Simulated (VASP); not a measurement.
Wanted: the native input for a VASP 6.6.1 run.

| Item | Value |
| --- | --- |
| Task | relaxation of cell and atoms |
| Functional | PBE |
| Potentials or basis | VASP PAW PBE potentials, release 64 (Mg, O) |
| Cutoff | 600 eV |
| k mesh | 8 × 8 × 8 |
| Occupations | gaussian, width 0.1 eV |
| Spin | no spin polarisation |
| Dipole correction | no |
| Further INCAR settings | ALGO = Normal; EDIFF = 1e-07; IBRION = 2; EDIFFG = -0.04; NSW = 60; ISIF = 3 |

The structure of MgO lies in POSCAR:

```
MgO
1.0
    0.0000000000      2.0970013100      2.0970013100
    2.0970013100      0.0000000000      2.0970013100
    2.0970013100      2.0970013100      0.0000000000
Mg O
1 1
Direct
    0.0000000000      0.0000000000      0.0000000000
    0.5000000000      0.5000000000      0.5000000000
```

One way to write it, as run:

INCAR

```
SYSTEM = MgO
  PREC = Accurate
  ENCUT = 600
  EDIFF = 1E-7
  ISMEAR = 0
  SIGMA = 0.1
  LREAL = .False.
  LASPH = .True.
  NELM = 120
  ALGO = Normal
  ISIF = 3
  LWAVE = .False.
  LCHARG = .False.
  GGA = PE
  IBRION = 2
  NSW = 60
  EDIFFG = -0.04
  GGA_COMPAT = .False.
  NELMIN = 4
```

KPOINTS

```
Automatic mesh
0
Gamma
  8 8 8
  0 0 0
```

Potentials or basis: VASP PAW PBE potentials, release 64 (Mg, O).

The run is started by

```console
$ cat potpaw_PBE.64/Mg/POTCAR potpaw_PBE.64/O/POTCAR > POTCAR
$ mpirun -np 1 vasp_std > vasp.out
```

Results of the run:

| Quantity | Value |
| --- | --- |
| Relaxed volume | 9.56 Å³/atom |
| Relaxed cell | a = 3.002 Å, b = 3.002 Å, c = 3.002 Å, α = 60.00°, β = 60.00°, γ = 60.00° |
| Space group after relaxing (to 0.1 Å) | Fm-3m (No. 225) |
| Energy gained by relaxing | 6.1 meV/atom |
| Ionic steps | 3 |
| Pressure after relaxing | 0.0 GPa |
| Band gap on the k mesh | 4.50 eV |

Run time: 9.8 s on 1 thread of AMD EPYC 7R13 Processor (Zen 3), on a shared host, peak memory 0.12 GiB.
